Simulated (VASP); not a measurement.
# Al15GaN16 (P1) in VASP: single point with PBEsol

Aim: the single point of Al15GaN16 with PBEsol.

All numbers are computed with VASP 6.6.1; they aren't measurements. Logs are shortened: lines on timing, memory, paths and dates and some standing lists are left out, and cuts for length are marked.

## Step 1: The cell of the first run

The typed cell holds 128 atoms: a = 12.403 Å, b = 12.403 Å, c = 12.403 Å, α = 60.00°, β = 60.00°, γ = 60.00°.

## Step 2: Single point, PBEsol

The input, INCAR:

```
PREC = Accurate ; ENCUT = 520
EDIFF = 1E-6 ; ISMEAR = -1
SIGMA = 0.05 ; LREAL = Auto
LASPH = T ; NELM = 60
ALGO = Normal ; ISIF = 2
LWAVE = F ; LCHARG = T
GGA = PS ; LELF = T
LVHAR = T ; NBANDS = 346
NCORE = 4
```

The input, KPOINTS:

```
Automatic mesh
0
Gamma
  1 1 1
  0.5 0.5 0.5
```

The input, POSCAR:

```
Al15GaN16
1.0
    0.0000000000      8.7703802999      8.7703802999
    8.7703802999      0.0000000000      8.7703802999
    8.7703802999      8.7703802999      0.0000000000
Al Ga N
60 4 64
Direct
    0.9998130000      0.9988840000      0.0010010000
    0.4997810000      0.0007080000      0.9999910000
    0.0000500000      0.4998790000      0.0000740000
    0.9998420000      0.9997070000      0.4999600000
    0.2499510000      0.2498240000      0.2499140000
    0.4989200000      0.4991130000      0.0008270000
[... 120 lines left out ...]
    0.0625290000      0.8118440000      0.8127140000
    0.5643110000      0.8140750000      0.8072840000
```

Potentials or basis: VASP PAW PBE potentials, release 64 (Al, Ga_d, N).

Run with:

```bash
$ cat potpaw_PBE.64/Al/POTCAR potpaw_PBE.64/Ga_d/POTCAR potpaw_PBE.64/N/POTCAR > POTCAR
$ mpirun -np 4 vasp_std > vasp.out
```

OUTCAR:

```text
PREC = Accurate
   ENCUT = 520
   EDIFF = 1E-6
   ISMEAR = -1
   LREAL = Auto
   LASPH = T
   NELM = 60
   ISIF = 2
   GGA = PS

 ion  position               nearest neighbor table
   1  1.000  0.999  0.001-  87 1.89 101 1.89 114 1.90  65 1.90  54 3.09  21 3.09  16 3.10  35 3.10
                            36 3.10  46 3.10  47 3.10  19 3.11  64 3.11  32 3.11  22 3.11  39 3.11
   2  0.500  0.001  1.000- 104 1.89  91 1.90 113 1.90  66 1.90  34 3.09  57 3.10  17 3.10  18 3.10
                            47 3.10  33 3.10  42 3.10  62 3.11  46 3.11  26 3.11  56 3.11  25 3.11
   3  0.000  0.500  0.000-  93 1.90  97 1.90 119 1.90  67 1.90  52 3.09  28 3.09  25 3.09  49 3.10
                            20 3.10  36 3.10  32 3.10  17 3.10  44 3.10  59 3.10  48 3.10  41 3.10
   4  1.000  1.000  0.500- 109 1.90  81 1.90 120 1.90  68 1.90  22 3.10  37 3.10  16 3.10  43 3.10
                            53 3.10  29 3.10  33 3.10  59 3.10  42 3.10  48 3.10  27 3.10  50 3.10
   5  0.250  0.250  0.250-  98 1.90  82 1.90  69 1.90 115 1.90  33 3.09  38 3.09  23 3.10  37 3.10
                            17 3.10  34 3.10  49 3.10  51 3.10  18 3.10  20 3.10  48 3.10  50 3.10
   6  0.499  0.499  0.001-  95 1.89  70 1.89 116 1.89  99 1.89  38 3.09  34 3.09  49 3.09  51 3.09
                            21 3.10  19 3.10  24 3.11  63 3.11  30 3.11  62 3.11  60 3.12  52 3.12
   7  0.500  1.000  0.500-  83 1.90 111 1.90 117 1.90  71 1.90  60 3.09  31 3.09  23 3.09  39 3.10
                            26 3.10  51 3.10  18 3.10  35 3.10  53 3.10  40 3.10  45 3.10  50 3.10
   8  0.750  0.250  0.250- 100 1.89 118 1.89  84 1.90  72 1.90  24 3.09  16 3.09  19 3.09  52 3.09
                            32 3.10  27 3.10  53 3.10  40 3.10  35 3.10  51 3.10  48 3.10  41 3.10
   9  0.001  0.500  0.499- 126 1.89 102 1.89  85 1.89  73 1.90  38 3.09  54 3.09  20 3.09  55 3.10
[... 173 lines left out ...]
 127  0.063  0.812  0.813-  22 1.89  59 1.90  14 1.90  36 1.90
 128  0.564  0.814  0.807-  15 1.89  26 1.89  60 1.89  62 1.94

  LATTYP: Found a face centered cubic cell.
 ALAT       =    17.5407605998

  Lattice vectors:

 A1 = (   0.0000000000,   8.7703802999,   8.7703802999)
 A2 = (   8.7703802999,   0.0000000000,   8.7703802999)
 A3 = (   8.7703802999,   8.7703802999,   0.0000000000)

Analysis of symmetry for initial positions (statically):
=====================================================================
 Subroutine PRICEL returns:
 Original cell was already a primitive cell.

 Routine SETGRP: Setting up the symmetry group for a
 face centered cubic supercell.

 Subroutine GETGRP returns: Found  1 space group operations
 (whereof  1 operations were pure point group operations)
 out of a pool of 48 trial point group operations.

The static configuration has the point symmetry C_1 .

Analysis of symmetry for dynamics (positions and initial velocities):
[... 222 lines left out ...]
   NUPDOWN=      -1.0000    fix difference up-down
   EMIN   =  10.00;   EMAX   =-10.00  energy-range for DOS
   EFERMI =   0.00;   METHOD = LEGACY
   ISMEAR =    -1;   SIGMA  =   0.05  broadening in eV -4-tet -1-fermi 0-gaus
   EFERMI_NEDOS =   21; number of points for ismear=-14 and -15
   IALGO  =     38    algorithm
   IMIX   =      4    mixing-type and parameters
     AMIX     =   0.40;   BMIX     =  1.00
     AMIX_MAG =   1.60;   BMIX_MAG =  1.00
  volume/ion in A,a.u.               =      10.54        71.13
  Fermi-wavevector in a.u.,A,eV,Ry     =   1.215326  2.296633 20.096038  1.477017
  Thomas-Fermi vector in A             =   2.350717
   LORBIT       =      0    0 simple, 1 ext, 2 COOP (PROOUT), +10 PAW based schemes
   GGA     = PS    functional components
   LHFCALC =     F    Hartree Fock is set to
   AEXX    =    0.0000 exact exchange contribution
   IVDW    =     0    specifies the selected vdW correction
   LEPSILON=     F    determine dielectric tensor
   LRPA    =     F    only Hartree local field effects (RPA)
 non-spin polarized calculation
  energy-cutoff  :      520.00
  volume of cell :     1349.23
 maximum number of plane-waves:     36254
 NGX is ok and might be reduce to    96
   NGX = 47   NGY = 47   NGZ = 47

 number of electron     552.0000000 magnetization

 Free energy of the ion-electron system (eV)
  ---------------------------------------------------
  ext. energy  EPLUGINS =         0.00000000
  ---------------------------------------------------
  free energy    TOTEN  =      -989.13319670 eV

  energy without entropy =     -989.13319670  energy(sigma->0) =     -989.13319670

 E-fermi :   6.9765     XC(G=0): -11.1576

 val. band max:        5.7445352907   @ k =   0.5000   0.5000   0.5000
 cond. band min:       9.7651530846   @ k =   0.5000   0.5000   0.5000
 fundamental gap:      4.0206177939
 Fermi energy:         6.9764856660

 k-point     1 :       0.5000    0.5000    0.5000
  band No.  band energies     occupation
      1      -9.0189      2.00000
      2      -8.9743      2.00000
      3      -8.5064      2.00000
      4      -8.4752      2.00000
      5      -8.4626      2.00000
      6      -8.4452      2.00000
[... 1153 lines left out ...]
    287      11.2225      0.00000
    288      11.2300      0.00000
 [bands above 288 left out]

------------------------ aborting loop because EDIFF is reached ----------------------------------------

  FORCE on cell =-STRESS in cart. coord.  units (eV):
  Direction    XX          YY          ZZ          XY          YZ          ZX
  --------------------------------------------------------------------------------------
  -------------------------------------------------------------------------------------
  Total        0.0056780     -0.1316519     -0.1069055     -0.8010844     -0.7758013     -0.7621137
  in kB        0.0067425     -0.1563336     -0.1269478     -0.9512695     -0.9212464     -0.9049927
  external PRESSURE =      -0.0921796 kB  Pullay stress =       0.0000000 kB

 VOLUME and BASIS-vectors are now :
 -----------------------------------------------------------------------------
  energy-cutoff  :      520.00
  volume of cell :     1349.23
      direct lattice vectors                 reciprocal lattice vectors
     0.000000000  8.770380300  8.770380300    -0.057010071  0.057010071  0.057010071
     8.770380300  0.000000000  8.770380300     0.057010071 -0.057010071  0.057010071
     8.770380300  8.770380300  0.000000000     0.057010071  0.057010071 -0.057010071

 POSITION                                       TOTAL-FORCE (eV/Angst)
 -----------------------------------------------------------------------------------
      8.76937      8.77752     17.52933         0.021950      0.019106      0.026173
      8.77651     13.15357      4.38948         0.021654      0.022313      0.023662
      4.38478      0.00109      4.38457         0.020394      0.021038      0.019249
     13.15265     13.15383     17.53681         0.018417      0.020738      0.022142
      4.38289      4.38401      4.38322         0.020190      0.018527      0.019431
      4.38466      4.38297      8.75313         0.017171      0.023933      0.018258
[... 120 lines left out ...]
     14.24799      7.67621      7.66858        -0.016860     -0.024324     -0.016054
     14.21994     12.02941     12.08897        -0.016370     -0.014076      0.001011
 -----------------------------------------------------------------------------------
    total drift:                               -0.041159     -0.036414     -0.049114

  FREE ENERGIE OF THE ION-ELECTRON SYSTEM (eV)
  ---------------------------------------------------
  free  energy   TOTEN  =      -989.1331967030 eV

  energy  without entropy=     -989.1331967029  energy(sigma->0) =     -989.13319670
```

OSZICAR:

```text
N       E                     dE             d eps       ncg     rms          rms(c)
DAV:   1     0.447199910483E+04    0.44720E+04   -0.23030E+05  2768   0.160E+03
DAV:   2    -0.344239097824E+03   -0.48162E+04   -0.44974E+04  3464   0.392E+02
DAV:   3    -0.106585239676E+04   -0.72161E+03   -0.69954E+03  3262   0.163E+02
DAV:   4    -0.112884460858E+04   -0.62992E+02   -0.62420E+02  4152   0.496E+01
DAV:   5    -0.113022181326E+04   -0.13772E+01   -0.13646E+01  3400   0.812E+00    0.657E+01
DAV:   6    -0.989564292792E+03    0.14066E+03   -0.58041E+02  3896   0.454E+01    0.236E+01
DAV:   7    -0.990319043809E+03   -0.75475E+00   -0.35827E+01  3880   0.127E+01    0.156E+01
DAV:   8    -0.989287829985E+03    0.10312E+01   -0.37852E+00  3720   0.670E+00    0.238E+00
DAV:   9    -0.989125001599E+03    0.16283E+00   -0.86446E-01  4640   0.429E+00    0.123E+00
DAV:  10    -0.989130781474E+03   -0.57799E-02   -0.99828E-02  3080   0.635E-01    0.788E-01
DAV:  11    -0.989133659693E+03   -0.28782E-02   -0.17892E-02  4424   0.296E-01    0.326E-01
DAV:  12    -0.989133182263E+03    0.47743E-03   -0.33547E-03  3448   0.177E-01    0.140E-01
DAV:  13    -0.989133219979E+03   -0.37716E-04   -0.99990E-04  4256   0.908E-02    0.640E-02
DAV:  14    -0.989133202890E+03    0.17088E-04   -0.82827E-05  4024   0.462E-02    0.342E-02
DAV:  15    -0.989133196937E+03    0.59536E-05   -0.58696E-05  3744   0.192E-02    0.111E-02
DAV:  16    -0.989133197139E+03   -0.20205E-06   -0.11584E-05  3360   0.186E-02    0.504E-03
DAV:  17    -0.989133196703E+03    0.43575E-06   -0.16286E-06  1864   0.485E-03
   1 F= -.98913320E+03 E0= -.98913320E+03  d E =-.119021E-09
```

stdout:

```text
POSCAR found type information on POSCAR AlGaN
 POSCAR found :  3 types and     128 ions
 scaLAPACK will be used
 -----------------------------------------------------------------------------
|                                                                             |
|                                                                             |
|     You enforced a specific xc type in the INCAR file but a different       |
|     I HOPE YOU KNOW WHAT YOU ARE DOING!                                     |
|                                                                             |
 -----------------------------------------------------------------------------

 LDA part: xc-table for (Slater+PW92), standard interpolation
 POSCAR, INCAR and KPOINTS ok, starting setup
 FFT: planning ... GRIDC
 FFT: planning ... GRID_SOFT
 FFT: planning ... GRID
 WAVECAR not read
 entering main loop
```

Run time: 41 min. Hardware: 4 MPI ranks of Oxide Virtual Turin-like, shared host; peak memory 0.7 GiB.

Results:

- Free energy: -989.1332 eV
- Pressure: 0.0 GPa
- Largest force: 0.048 eV/Å
- Band gap on the k mesh: 4.02 eV

Forces on the atoms (eV/Å):
```
Al   0.022  0.019  0.026
Al   0.022  0.022  0.024
Al   0.020  0.021  0.019
Al   0.018  0.021  0.022
Al   0.020  0.019  0.019
Al   0.017  0.024  0.018
Al   0.015  0.020  0.021
Al   0.018  0.021  0.019
Al   0.024  0.021  0.027
Al   0.026  0.020  0.022
Al   0.021  0.021  0.018
Al   0.019  0.016  0.018
Al   0.015  0.016  0.008
Al   0.021  0.019  0.021
Al   0.027  0.027  0.022
Al   0.023  0.025  0.021
Al   0.020  0.017  0.019
Al   0.021  0.022  0.019
Al   0.020  0.022  0.023
Al   0.018  0.017  0.017
Al   0.016  0.008  0.018
Al   0.016  0.020  0.017
Al   0.021  0.020  0.022
Al   0.024  0.026  0.023
Al   0.021  0.020  0.022
Al   0.023  0.018  0.020
Al   0.017  0.021  0.021
Al   0.027  0.023  0.025
Al   0.022  0.021  0.025
Al   0.021  0.014  0.016
Al   0.022  0.020  0.022
Al   0.021  0.022  0.024
Al   0.021  0.022  0.025
Al   0.021  0.020  0.017
Al   0.023  0.020  0.015
Al   0.021  0.020  0.020
Al   0.017  0.018  0.022
Al   0.017  0.023  0.019
Al   0.022  0.016  0.026
Al   0.022  0.019  0.018
Al   0.017  0.015  0.021
Al   0.020  0.021  0.018
Al   0.022  0.025  0.023
Al   0.024  0.020  0.014
Al   0.021  0.020  0.020
Al   0.023  0.026  0.022
Al   0.018  0.022  0.016
Al   0.019  0.017  0.020
Al   0.020  0.018  0.020
Al   0.018  0.023  0.019
Al   0.019  0.023  0.017
Al   0.023  0.018  0.026
Al   0.019  0.017  0.019
Al   0.024  0.013  0.017
Al   0.026  0.017  0.021
Al   0.024  0.025  0.025
Al   0.022  0.017  0.016
Al   0.016  0.015  0.023
Al   0.020  0.023  0.016
Al   0.015  0.019  0.027
Ga  -0.002  0.012  0.003
Ga   0.004  0.007 -0.004
Ga  -0.001  0.008  0.002
Ga   0.015  0.001  0.007
N   -0.021 -0.023 -0.024
N   -0.023 -0.024 -0.021
N   -0.018 -0.019 -0.019
N   -0.016 -0.022 -0.022
N   -0.019 -0.027 -0.018
N   -0.011 -0.006 -0.008
N   -0.024 -0.023 -0.019
N   -0.023 -0.021 -0.017
N   -0.021 -0.019 -0.020
N   -0.023 -0.026 -0.024
N   -0.023 -0.023 -0.023
N   -0.023 -0.018 -0.020
N   -0.028 -0.018 -0.019
N    0.007  0.005  0.003
N   -0.019 -0.017 -0.036
N   -0.023 -0.020 -0.024
N   -0.024 -0.020 -0.019
N   -0.023 -0.016 -0.020
N   -0.015 -0.019 -0.018
N   -0.018 -0.017 -0.023
N   -0.029 -0.027 -0.015
N    0.002  0.005  0.008
N   -0.010 -0.002 -0.013
N   -0.024 -0.018 -0.020
N   -0.017 -0.021 -0.016
N   -0.023 -0.022 -0.021
N   -0.020 -0.017 -0.024
N   -0.019 -0.018 -0.021
N   -0.026 -0.023 -0.024
N   -0.021 -0.024 -0.025
N    0.000 -0.015 -0.014
N   -0.021 -0.029 -0.024
N   -0.026 -0.023 -0.022
N   -0.021 -0.026 -0.024
N   -0.017 -0.029 -0.023
N   -0.022 -0.020 -0.026
N   -0.031 -0.016 -0.022
N   -0.012 -0.012 -0.003
N   -0.011 -0.003 -0.009
N   -0.022 -0.024 -0.025
N   -0.025 -0.023 -0.020
N   -0.020 -0.021 -0.020
N   -0.017 -0.019 -0.026
N   -0.020 -0.026 -0.018
N   -0.023 -0.018 -0.022
N   -0.025 -0.017 -0.017
N   -0.015 -0.022 -0.027
N   -0.029 -0.027 -0.026
N   -0.021 -0.019 -0.020
N   -0.023 -0.019 -0.024
N   -0.017 -0.016 -0.026
N   -0.020 -0.025 -0.021
N   -0.017 -0.023 -0.021
N   -0.029 -0.016 -0.027
N   -0.022 -0.023 -0.023
N   -0.023 -0.019 -0.022
N   -0.006 -0.016 -0.017
N   -0.026 -0.024 -0.024
N   -0.019 -0.019 -0.017
N   -0.020 -0.022 -0.024
N   -0.029 -0.015 -0.015
N   -0.011 -0.013 -0.005
N   -0.017 -0.024 -0.016
N   -0.016 -0.014  0.001
```

Caveat: the k points lie up to 0.62 Å⁻¹ apart; the PAW data sets were made with another functional, which shifts forces and pressure a little; a shifted mesh leaves out Γ, where band edges can lie.
